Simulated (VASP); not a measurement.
Set up this calculation in VASP 6.6.1, as the native input.

```yaml
Task: single point
Functional: LDA
Potentials_or_basis: VASP PAW LDA potentials, release 64 (Ti_sv)
Cutoff: 500 eV
k_mesh: 15 × 15 × 15
Occupations: fermi-dirac, width 0.05 eV
Spin: no spin polarisation
Dipole_correction: no
Further_INCAR_settings: ALGO = Normal; EDIFF = 1e-06; NBANDS = 12
```

The structure of Ti lies in POSCAR:

```
Ti
1.0
    0.0000000000      2.0501003171      2.0501003171
    2.0501003171      0.0000000000      2.0501003171
    2.0501003171      2.0501003171      0.0000000000
Ti
1
Direct
    0.0000000000      0.0000000000      0.0000000000
```

This cell differs from its parent crystal: volume scaled by 1.03.

The input as run:

INCAR

```
SYSTEM = Ti
PREC = Accurate ; ENCUT = 500
EDIFF = 1E-6 ; ISMEAR = -1
SIGMA = 0.05 ; LREAL = .False.
LASPH = .True. ; NELM = 120
ALGO = Normal ; ISIF = 2
LWAVE = .False. ; LCHARG = .True.
LELF = .True. ; LVHAR = .True.
NBANDS = 12 ; GGA_COMPAT = .False.
```

KPOINTS

```
Automatic mesh
0
Gamma
  15 15 15
  0 0 0
```

Potentials or basis: VASP PAW LDA potentials, release 64 (Ti_sv).

The run is started by

```sh
$ cat potpaw_LDA.64/Ti_sv/POTCAR > POTCAR
$ mpirun -np 1 vasp_std > vasp.out
```

Results of the run:

```yaml
Pressure: -7.9 GPa
Band_gap_on_the_k_mesh: zero (band 6 reaches 8.91 eV, above the bottom of band 7 at 7.79 eV)
```

It took 9.5 s on 1 thread of Intel(R) Xeon(R) 6975P-C (Granite Rapids), on a shared host, peak memory 0.13 GiB.
